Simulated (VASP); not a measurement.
Set up this calculation in VASP 6.6.1, as the native input.

```yaml
Task: relaxation of cell and atoms
Functional: PBE
Potentials_or_basis: VASP PAW PBE potentials, release 64 (Cd, S)
Cutoff: 600 eV
k_mesh: 6 × 6 × 4
Occupations: gaussian, width 0.01 eV
Spin: no spin polarisation
Dipole_correction: no
Further_INCAR_settings: ALGO = Normal; EDIFF = 1e-06; IBRION = 2; EDIFFG = -0.01; NSW = 80; ISIF = 3
```

The structure of CdS (Greenockite) lies in POSCAR:

```
CdS
1.0
    4.1500000000      0.0000000000      0.0000000000
   -2.0750000000      3.5940100000      0.0000000000
    0.0000000000      0.0000000000      6.7370000000
Cd S
2 2
Direct
    0.3333333333      0.6666666667      0.0000000000
    0.6666666667      0.3333333333      0.5000000000
    0.3333333333      0.6666666667      0.3750000000
    0.6666666667      0.3333333333      0.8750000000
```

The input as run:

INCAR

```
SYSTEM = CdS
PREC = Accurate
ENCUT = 600
EDIFF = 1E-6
ISMEAR = 0
SIGMA = 0.01
LREAL = .False.
LASPH = .True.
NELM = 80
ALGO = Normal
ISIF = 3
LWAVE = .False.
LCHARG = .False.
GGA = PE
IBRION = 2
NSW = 80
EDIFFG = -0.01
```

KPOINTS

```
regular mesh
0
Gamma
  6 6 4
  0 0 0
```

Potentials or basis: VASP PAW PBE potentials, release 64 (Cd, S).

Run with:

```sh
$ cat potpaw_PBE.64/Cd/POTCAR potpaw_PBE.64/S/POTCAR > POTCAR
$ mpirun -np 1 vasp_std > vasp.out
```

Results of the run:

```yaml
Relaxed_volume: 26.14 Å³/atom
Relaxed_cell: a = 4.200 Å, b = 4.200 Å, c = 6.845 Å, α = 90.00°, β = 90.00°, γ = 120.00°
Space_group_after_relaxing_to_0.05_Å: P6_3mc (No. 186)
Energy_gained_by_relaxing: 7.7 meV/atom
Ionic_steps: 5
Pressure_after_relaxing: 0.0 GPa
Largest_force_after_relaxing: 0.008 eV/Å
Band_gap_on_the_k_mesh: 1.10 eV, direct
```

It took 83 s on 1 thread of Intel(R) Xeon(R) Platinum 8488C (Sapphire Rapids), on a shared host, peak memory 0.28 GiB.
